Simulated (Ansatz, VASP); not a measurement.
## Two plane-wave programs on SbMo

```xyz
2
Lattice="0.0000 2.7089 2.7089 2.7089 0.0000 2.7089 2.7089 2.7089 0.0000" Properties=species:S:1:pos:R:3 pbc="T T T"
Mo    0.0000    0.0000    0.0000
Sb    2.7089    2.7089    2.7089
```

Alike in both runs: functional LDA; k mesh 13 × 13 × 13; occupations fermi-dirac, width 0.1 eV; no spin polarisation.

Ansatz relaxed the structure, and its values are those at the end. VASP's run is a single point on that final structure, the one shown.

|  | VASP | Ansatz |
| --- | --- | --- |
| version | VASP 6.6.1 | Ansatz 0.2.0 |
| potentials or method | VASP PAW LDA potentials, release 64 (Mo_sv, Sb) | PAW with Ansatz's default frozen-core files, scalar-relativistic |
| plane-wave cutoff (eV) | 520 | 420 |
| valence electrons in the cell | 19 | 29 |

|  | VASP | Ansatz | Ansatz less VASP |
| --- | --- | --- | --- |
| pressure (GPa) | 0.4 | 0.0 | -0.37 |

LDA's correlation is that of Perdew and Zunger in VASP and of Perdew and Wang (1992) in Ansatz. VASP's potentials hold 19 valence electrons a cell and Ansatz's 29, so a difference there can come from the potentials and not from the codes.

Spin-orbit coupling is off throughout.
